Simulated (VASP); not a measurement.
Si2WC3, 6 atoms in the cell. Symmetry: P4/mmm, No. 123, tetragonal system. Conventional cell: a = 2.929 Å, b = 2.929 Å, c = 7.560 Å, α = 90.00°, β = 90.00°, γ = 90.00°. Si (site symmetry 4mm) has 5 Si at 2.37 to 2.93 Å and 8 C at 2.39 to 2.76 Å and 1 W at 2.60 Å within 3.1 Å. Within 2.9 Å of W (site symmetry 4/mmm) lie 8 C at 2.21 Å and 2 Si at 2.60 Å. Within 2.1 Å of C (site symmetry 4mm) lie 1 C at 1.54 Å. C (site symmetry 4/mmm) has 8 Si at 2.39 Å and 6 C at 2.93 to 3.01 Å within 3.2 Å. 

- Program: VASP 6.6.1
- Task: single point
- Functional: PBE
- Potentials or basis: VASP PAW PBE potentials, release 64 (Si, W_sv, C)
- Cutoff: 600 eV
- k mesh: 5 × 5 × 2
- Occupations: gaussian, width 0.2 eV
- Spin: no spin polarisation
- Dipole correction: no
- Further INCAR settings: ALGO = Normal; EDIFF = 1e-06; NBANDS = 26

Potentials or basis: VASP PAW PBE potentials, release 64 (Si, W_sv, C).

Launch:

```sh
$ cat potpaw_PBE.64/Si/POTCAR potpaw_PBE.64/W_sv/POTCAR potpaw_PBE.64/C/POTCAR > POTCAR
$ mpirun -np 1 vasp_std > vasp.out
```

Hardware: 1 thread of Intel Xeon 8259CL, with other jobs on the host.

Question: Estimate the wall time of this run.

Answer: Wall time 42 s on 1 thread of Intel Xeon 8259CL, with other jobs on the host, peak memory 0.19 GiB. Counts: scf iterations 16, k points 12.
